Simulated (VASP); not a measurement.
Set up this calculation in VASP 6.6.1, as the native input.

```
Task                   : single point
Functional             : LDA
Potentials or basis    : VASP PAW LDA potentials, release 64 (Cu_sv_GW)
Cutoff                 : 820 eV
k mesh                 : 24 × 24 × 24
Occupations            : gaussian, width 0.15 eV
Spin                   : no spin polarisation
Dipole correction      : no
Further INCAR settings : ALGO = Normal; EDIFF = 1e-06; NBANDS = 16
```

The structure of Cu lies in POSCAR:

```
Cu
1.0
   -1.4511747929      1.4511747929      1.2455433247
    1.4511747929     -1.4511747929      1.2455433247
    1.4511747929      1.4511747929     -1.2455433247
Cu
1
Direct
    0.0000000000      0.0000000000      0.0000000000
```

The input as run:

INCAR

```
SYSTEM = Cu
ALGO = Normal
EDIFF = 1E-6
ENCUT = 820
GGA_COMPAT = .False.
ISIF = 2
ISMEAR = 0
LASPH = .True.
LCHARG = .True.
LELF = .True.
LREAL = .False.
LVHAR = .True.
LWAVE = .False.
NBANDS = 16
NELM = 120
PREC = Accurate
SIGMA = 0.15
```

KPOINTS

```
k-points
0
Gamma
  24 24 24
  0 0 0
```

Potentials or basis: VASP PAW LDA potentials, release 64 (Cu_sv_GW).

Launch:

```bash
$ cat potpaw_LDA.64/Cu_sv_GW/POTCAR > POTCAR
$ mpirun -np 1 vasp_std > vasp.out
```

Results of the run:

```yaml
Pressure: 8.5 GPa
Band_gap_on_the_k_mesh: zero (an odd number of electrons rules out a gap without spin polarisation)
```

Caveat: the stress differs along the axes, from 7 to 12 GPa.

It took 2.1 min on 1 thread of Intel(R) Xeon(R) Platinum 8488C (Sapphire Rapids), on a shared host, peak memory 0.51 GiB.
